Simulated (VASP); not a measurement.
# Ru (P6_3/mmc) in VASP: settings compared

Ru is run at these levels: PBEsol, PBE; tasks: vibrations by perturbation theory, elastic constants.

Everything below comes from runs of VASP 6.6.1. Logs are shortened: lines on timing, memory, paths and dates and some standing lists are left out, and cuts for length are marked.

## 1. The cell of the first run

Symmetry: P6_3/mmc, No. 194, hexagonal system. The conventional cell has a = 2.706 Å, b = 2.706 Å, c = 4.282 Å, α = 90.00°, β = 90.00°, γ = 120.00°. Within 3.5 Å of Ru (site symmetry -6m2) lie 12 Ru at 2.65 to 2.71 Å.

## 2. Vibrations by perturbation theory, PBEsol

Contents of INCAR:

```
  PREC = Accurate
  ENCUT = 520
  EDIFF = 1E-8
  ISMEAR = -1
  SIGMA = 0.05
  LREAL = False
  LASPH = True
  NELM = 60
  ALGO = Normal
  ISIF = 2
  LWAVE = False
  LCHARG = False
  GGA = PS
  NBANDS = 21
  IBRION = 8
  NSW = 1
```

Contents of KPOINTS:

```
regular mesh
0
Gamma
  10 10 6
```

Contents of POSCAR:

```
Ru
1.0
    2.7058000000      0.0000000000      0.0000000000
   -1.3529000000      2.3432915376      0.0000000000
    0.0000000000      0.0000000000      4.2819000000
Ru
2
Direct
    0.6666666667      0.3333333333      0.7500000000
    0.3333333333      0.6666666667      0.2500000000
```

Potentials or basis: VASP PAW PBE potentials, release 64 (Ru_pv).

The run is started by

```sh
$ cat potpaw_PBE.64/Ru_pv/POTCAR > POTCAR
$ mpirun -np 1 vasp_std > vasp.out
```

OUTCAR:

```text
PREC = Accurate
   ENCUT = 520
   EDIFF = 1E-8
   ISMEAR = -1
   LREAL = False
   LASPH = True
   NELM = 60
   ISIF = 2
   GGA = PS
   IBRION = 8
   NSW = 1

 ion  position               nearest neighbor table
   1  0.667  0.333  0.750-   2 2.65   2 2.65   2 2.65   2 2.65   2 2.65   2 2.65
   2  0.333  0.667  0.250-   1 2.65   1 2.65   1 2.65   1 2.65   1 2.65   1 2.65

  LATTYP: Found a hexagonal cell.
 ALAT       =     2.7058000000
 C/A-ratio  =     1.5824894671

  Lattice vectors:

 A1 = (   2.7058000000,   0.0000000000,   0.0000000000)
 A2 = (  -1.3529000000,   2.3432915376,   0.0000000000)
 A3 = (   0.0000000000,   0.0000000000,   4.2819000000)

Analysis of symmetry for initial positions (statically):
=====================================================================
 Subroutine PRICEL returns:
 Original cell was already a primitive cell.

 Routine SETGRP: Setting up the symmetry group for a
 hexagonal supercell.

 Subroutine GETGRP returns: Found 24 space group operations
 (whereof 12 operations were pure point group operations)
 out of a pool of 24 trial point group operations.

The static configuration has the point symmetry D_3d.
 The point group associated with its full space group is D_6h.

Analysis of symmetry for dynamics (positions and initial velocities):
=====================================================================
 Subroutine PRICEL returns:
 Original cell was already a primitive cell.

 Routine SETGRP: Setting up the symmetry group for a
 hexagonal supercell.

 Subroutine GETGRP returns: Found 24 space group operations
 (whereof 12 operations were pure point group operations)
 out of a pool of 24 trial point group operations.

The dynamic configuration has the point symmetry D_3d.
 The point group associated with its full space group is D_6h.

 Subroutine INISYM returns: Found 24 space group operations
 (whereof 12 operations are pure point group operations),
 and found     1 'primitive' translations

----------------------------------------------------------------------------------------

                                     Primitive cell

  volume of cell :      27.1493

  direct lattice vectors                    reciprocal lattice vectors
     2.705800000  0.000000000  0.000000000     0.369576465  0.213375072  0.000000000
    -1.352900000  2.343291538  0.000000000     0.000000000  0.426750144  0.000000000
     0.000000000  0.000000000  4.281900000     0.000000000  0.000000000  0.233541185

  length of vectors
     2.705800000  2.705800000  4.281900000     0.426750144  0.426750144  0.233541185

  position of ions in fractional coordinates (direct lattice)
     0.666666667  0.333333333  0.750000000
     0.333333333  0.666666667  0.250000000

  ion indices of the primitive-cell ions
   primitive index   ion index
                 1           1
                 2           2

----------------------------------------------------------------------------------------

 KPOINTS: regular mesh

Automatic generation of k-mesh.
 Grid dimensions read from file:
 generate k-points for:   10   10    6

 Generating k-lattice:

  Cartesian coordinates                     Fractional coordinates (reciprocal lattice)
     0.036957647  0.021337507  0.000000000     0.100000000  0.000000000  0.000000000
     0.000000000  0.042675014  0.000000000     0.000000000  0.100000000  0.000000000
     0.000000000  0.000000000  0.038923531     0.000000000  0.000000000  0.166666667

  Length of vectors
     0.042675014  0.042675014  0.038923531
[... 75 lines left out ...]
  volume/ion in A,a.u.               =      13.57        91.61
  Fermi-wavevector in a.u.,A,eV,Ry     =   1.654022  3.125649 37.222674  2.735789
  Thomas-Fermi vector in A             =   2.742361
   LORBIT       =      0    0 simple, 1 ext, 2 COOP (PROOUT), +10 PAW based schemes
   GGA     = PS    functional components
   LHFCALC =     F    Hartree Fock is set to
   AEXX    =    0.0000 exact exchange contribution
   IVDW    =     0    specifies the selected vdW correction
   LEPSILON=     F    determine dielectric tensor
   LRPA    =     F    only Hartree local field effects (RPA)
 non-spin polarized calculation
  energy-cutoff  :      520.00
  volume of cell :       27.15
 maximum number of plane-waves:       752
 NGX is ok and might be reduce to    20
   NGX =  9   NGY =  9   NGZ = 15

--------------------------------------- Ionic step        1  -------------------------------------------

 number of electron      28.0000008 magnetization

 Free energy of the ion-electron system (eV)
  ---------------------------------------------------
  ext. energy  EPLUGINS =         0.00000000
  ---------------------------------------------------
  free energy    TOTEN  =       -20.31861836 eV

  energy without entropy =      -20.30294641  energy(sigma->0) =      -20.31078239

 E-fermi :  12.7209     XC(G=0): -14.2824

 val. band max:       12.7043008447   @ k =   0.1000   0.1000   0.3333
 cond. band min:      12.7363770614   @ k =   0.4000   0.0000   0.3333
 fundamental gap:      0.0320762167
 Fermi energy:        12.7208651714

 k-point     1 :       0.0000    0.0000    0.0000
  band No.  band energies     occupation
      1     -30.9061      2.00000
      2     -29.9636      2.00000
      3     -29.9636      2.00000
      4     -29.7925      2.00000
      5     -29.7925      2.00000
      6     -29.7556      2.00000
[... 565 lines left out ...]
     20      22.9724      0.00000
     21      23.3239      0.00000

 [... further k-points ...]
[... 5 lines left out ...]
  --------------------------------------------------------------------------------------
  -------------------------------------------------------------------------------------
  Total       -0.7900997     -0.7900997     -1.5944821     -0.0000000      0.0000000      0.0000000
  in kB      -46.6266196    -46.6266196    -94.0961171     -0.0000000      0.0000000      0.0000000
  external PRESSURE =     -62.4497854 kB  Pullay stress =       0.0000000 kB

 VOLUME and BASIS-vectors are now :
 -----------------------------------------------------------------------------
  energy-cutoff  :      520.00
  volume of cell :       27.15
      direct lattice vectors                 reciprocal lattice vectors
     2.705800000  0.000000000  0.000000000     0.369576465  0.213375072  0.000000000
    -1.352900000  2.343291538  0.000000000     0.000000000  0.426750144  0.000000000
     0.000000000  0.000000000  4.281900000     0.000000000  0.000000000  0.233541185

 POSITION                                       TOTAL-FORCE (eV/Angst)
 -----------------------------------------------------------------------------------
      1.35290      0.78110      3.21143        -0.000000      0.000000      0.000000
     -0.00000      1.56219      1.07048         0.000000     -0.000000      0.000000
 -----------------------------------------------------------------------------------
    total drift:                               -0.000000      0.000000     -0.000000

  FREE ENERGIE OF THE ION-ELECTRON SYSTEM (eV)
  ---------------------------------------------------
  free  energy   TOTEN  =       -20.3186183597 eV

  energy  without entropy=      -20.3029464119  energy(sigma->0) =      -20.31078239

[... ionic steps 2 to 3 ...]

--------------------------------------- Ionic step        4  -------------------------------------------

------------------------ aborting loop because EDIFF is reached ----------------------------------------

[... ionic steps 5 to 5 ...]

--------------------------------------- Ionic step        6  -------------------------------------------

 Free energy of the ion-electron system (eV)
  ---------------------------------------------------
  ---------------------------------------------------
  free energy    TOTEN  =        -0.74295916 eV

  energy without entropy =       -0.74295916

------------------------ aborting loop because EDIFF is reached ----------------------------------------

 INTERNAL STRAIN TENSOR  FOR ION    1  DIRECTION 3   (eV/Angst):
 -----------------------------------------------------------------------------
     0.11252  0.00000  0.00000
     0.00000  0.11252 -0.00000
     0.00000 -0.00000 -0.21595

 INTERNAL STRAIN TENSOR FOR ION    2 for displacements in x,y,z  (eV/Angst):
          X           Y           Z          XY          YZ          ZX
  --------------------------------------------------------------------------------
  x     0.00000     0.00000     0.00000    -1.69749     0.00000     0.00000
  y    -1.69749     1.69749    -0.00000    -0.00000     0.00000     0.00000
  z    -0.00000    -0.00000     0.00000     0.00000     0.00000    -0.00000

 SECOND DERIVATIVES (NOT SYMMETRIZED)
 ------------------------------------
               1X          1Y          1Z          2X          2Y          2Z
  1X    -7.396759    0.000000    0.000000    7.396759    0.000000    0.000000
  1Y     0.000000   -7.396759    0.000000    0.000000    7.396759    0.000000
  1Z    -0.000000    0.000000  -10.004569    0.000000    0.000000   10.004569
  2X     7.396759    0.000000    0.000000   -7.396759    0.000000    0.000000
  2Y     0.000000    7.396759    0.000000    0.000000   -7.396759    0.000000
  2Z     0.000000    0.000000   10.004569   -0.000000    0.000000  -10.004569

 Eigenvectors and eigenvalues of the dynamical matrix
 ----------------------------------------------------

   1 f  =    6.955907 THz    43.705254 2PiTHz  232.024088 cm-1    28.767308 meV
             X         Y         Z           dx          dy          dz
      1.352900  0.781097  3.211425     0.000000    0.000000    0.707107
     -0.000000  1.562194  1.070475    -0.000000   -0.000000   -0.707107
[... 16 lines left out ...]
   5 f  =    0.000000 THz     0.000000 2PiTHz    0.000000 cm-1     0.000000 meV
             X         Y         Z           dx          dy          dz
      1.352900  0.781097  3.211425    -0.707107    0.000000    0.000000
     -0.000000  1.562194  1.070475    -0.707107   -0.000000    0.000000

   6 f/i=    0.000000 THz     0.000000 2PiTHz    0.000002 cm-1     0.000000 meV
             X         Y         Z           dx          dy          dz
      1.352900  0.781097  3.211425    -0.000000    0.500000    0.500000
     -0.000000  1.562194  1.070475    -0.000000    0.500000    0.500000

--------------------------------------------------------------------------------------------------------

 ELASTIC MODULI CONTR FROM IONIC RELAXATION (kBar)
 Direction    XX          YY          ZZ          XY          YZ          ZX
 --------------------------------------------------------------------------------
 XX         -22.9892     22.9892     -0.0000      0.0000     -0.0000      0.0000
 YY          22.9892    -22.9892      0.0000      0.0000      0.0000     -0.0000
 ZZ          -0.0000      0.0000     -0.0000     -0.0000     -0.0000      0.0000
 XY           0.0000      0.0000     -0.0000    -22.9892     -0.0000      0.0000
 YZ          -0.0000      0.0000     -0.0000     -0.0000     -0.0000      0.0000
 ZX           0.0000     -0.0000      0.0000      0.0000      0.0000     -0.0000
 --------------------------------------------------------------------------------
```

Run time: 4 min. Hardware: 1 thread of AMD EPYC 9R45 (Zen 5), shared host; peak memory 0.29 GiB.

Results:

```yaml
Highest_phonon_frequency_at_Γ: 232 cm⁻¹
```

Phonon frequencies in cm⁻¹ (negative: imaginary):
```csv
q point,frequencies
"(0.000, 0.000, 0.000)",0 0 0 200 200 232
```

Caveat: the cell wasn't relaxed at this level first, which shifts response properties; the PAW data sets were made with another functional, which shifts forces and pressure a little.

## 3. Elastic constants, PBE

Contents of INCAR:

```
SYSTEM = Ru
ALGO     = Fast           ! electronic algorithm
EDIFF    = 1E-8           ! SCF threshold, eV
ENCUT    = 600            ! plane-wave cutoff, eV
GGA      = PE             ! functional
IBRION   = 6              ! ionic algorithm
ISIF     = 3              ! what is computed and relaxed
ISMEAR   = -1             ! smearing method
LASPH    = .TRUE.         ! aspherical terms in the spheres
LCHARG   = .TRUE.         ! write CHGCAR
LREAL    = .FALSE.        ! projectors in reciprocal space
LWAVE    = .FALSE.        ! write WAVECAR
NBANDS   = 21             ! bands
NELM     = 60             ! most SCF steps
NFREE    = 2            
NSW      = 1              ! ionic steps
POTIM    = 0.015          ! step
PREC     = Accurate       ! precision mode
SIGMA    = 0.05           ! smearing width, eV
```

Contents of KPOINTS:

```
k-points
0
G
  8 8 5
  0 0 0
```

POSCAR is that of step 2.

Potentials or basis: VASP PAW PBE potentials, release 64 (Ru_pv).

The run is started by

```sh
$ cat potpaw_PBE.64/Ru_pv/POTCAR > POTCAR
$ mpirun -np 1 vasp_std > vasp.out
```

OUTCAR:

```text
SYSTEM = Ru
   EDIFF = 1E-8
   ENCUT = 600
   GGA = PE
   IBRION = 6
   ISIF = 3
   ISMEAR = -1
   LASPH = .TRUE.
   LREAL = .FALSE.
   NELM = 60
   NFREE = 2
   NSW = 1
   POTIM = 0.015
   PREC = Accurate

 ion  position               nearest neighbor table
[... 1030 lines left out ...]
   1 f  =    8.233075 THz    51.729934 2PiTHz  274.625812 cm-1    34.049246 meV
             X         Y         Z           dx          dy          dz
      1.352900  0.781097  3.211425    -0.000000    0.000000    0.707107
     -0.000000  1.562194  1.070475    -0.000000   -0.000000   -0.707107
[... 21 lines left out ...]
   6 f/i=    0.000000 THz     0.000001 2PiTHz    0.000004 cm-1     0.000000 meV
             X         Y         Z           dx          dy          dz
      1.352900  0.781097  3.211425    -0.025415   -0.117103   -0.696879
     -0.000000  1.562194  1.070475    -0.025415   -0.117103   -0.696879

--------------------------------------------------------------------------------------------------------

 ELASTIC MODULI CONTR FROM IONIC RELAXATION (kBar)
 Direction    XX          YY          ZZ          XY          YZ          ZX
 --------------------------------------------------------------------------------
 XX         -75.4181     75.4181     -0.0000     -0.0000      0.0000      0.0000
 YY          75.4181    -75.4181      0.0000      0.0000      0.0000     -0.0000
 ZZ          -0.0000      0.0000     -0.0000     -0.0000      0.0000      0.0000
 XY          -0.0000      0.0000     -0.0000    -75.4181      0.0000      0.0000
 YZ           0.0000      0.0000      0.0000      0.0000      0.0000      0.0000
 ZX           0.0000     -0.0000      0.0000      0.0000      0.0000     -0.0000
 --------------------------------------------------------------------------------

 TOTAL ELASTIC MODULI (kBar)
 Direction    XX          YY          ZZ          XY          YZ          ZX
 --------------------------------------------------------------------------------
 XX        6006.6498   1964.1495   1756.3426     -0.0000      0.0000      0.0000
 YY        1964.1495   6006.6498   1756.3426      0.0000      0.0000     -0.0000
 ZZ        1756.3426   1756.3426   6817.8080     -0.0000     -0.0000      0.0000
 XY          -0.0000      0.0000      0.0000   2021.2502      0.0000      0.0000
 YZ           0.0000     -0.0000      0.0000      0.0000   2027.7429      0.0000
 ZX           0.0000     -0.0000      0.0000      0.0000      0.0000   2027.7427
 --------------------------------------------------------------------------------
```

OSZICAR:

```text
N       E                     dE             d eps       ncg     rms          rms(c)
DAV:   1     0.308590450970E+03    0.30859E+03   -0.18976E+04  1260   0.164E+03
DAV:   2    -0.135917427977E+02   -0.32218E+03   -0.31238E+03  1285   0.469E+02
DAV:   3    -0.198170072007E+02   -0.62253E+01   -0.61924E+01  1485   0.730E+01
DAV:   4    -0.198651107218E+02   -0.48104E-01   -0.48012E-01  1589   0.609E+00
[... 242 lines left out ...]
RMM:   6    -0.185068444489E+02    0.33286E-05   -0.45165E-05  1683   0.610E-02    0.298E-03
RMM:   7    -0.185068448514E+02   -0.40249E-06   -0.66124E-06  1684   0.261E-02    0.111E-03
RMM:   8    -0.185068447982E+02    0.53199E-07   -0.96260E-07  1684   0.984E-03    0.465E-04
RMM:   9    -0.185068448269E+02   -0.28715E-07   -0.18581E-07  1667   0.441E-03    0.163E-04
RMM:  10    -0.185068448301E+02   -0.32169E-08   -0.29711E-08  1189   0.182E-03
  17 F= -.18506845E+02 E0= -.18502057E+02  d E =-.957519E-02
```

Run time: 6.3 min. Hardware: 1 thread of Intel Xeon 6975P-C, shared host; peak memory 0.25 GiB.

Results:

```
Voigt bulk modulus            : 331 GPa
Highest phonon frequency at Γ : 275 cm⁻¹
```

Phonon frequencies in cm⁻¹ (negative: imaginary):
```tsv
q point	frequencies
(0.000, 0.000, 0.000)	0 0 0 209 209 275
```

Elastic tensor in Voigt notation (GPa, in the Cartesian axes of the cell as first typed):
```
601 196 176   0   0   0
196 601 176   0   0   0
176 176 682   0   0   0
  0   0   0 203   0   0
  0   0   0   0 203   0
  0   0   0   0   0 202
```

Clamped-ion elastic tensor (GPa):
```
608 189 176   0   0   0
189 608 176   0   0   0
176 176 682   0   0   0
  0   0   0 203   0   0
  0   0   0   0 203   0
  0   0   0   0   0 210
```

Caveat: the cell is under stress, which shifts elastic constants.

(Part 1 of 2 ends here.)
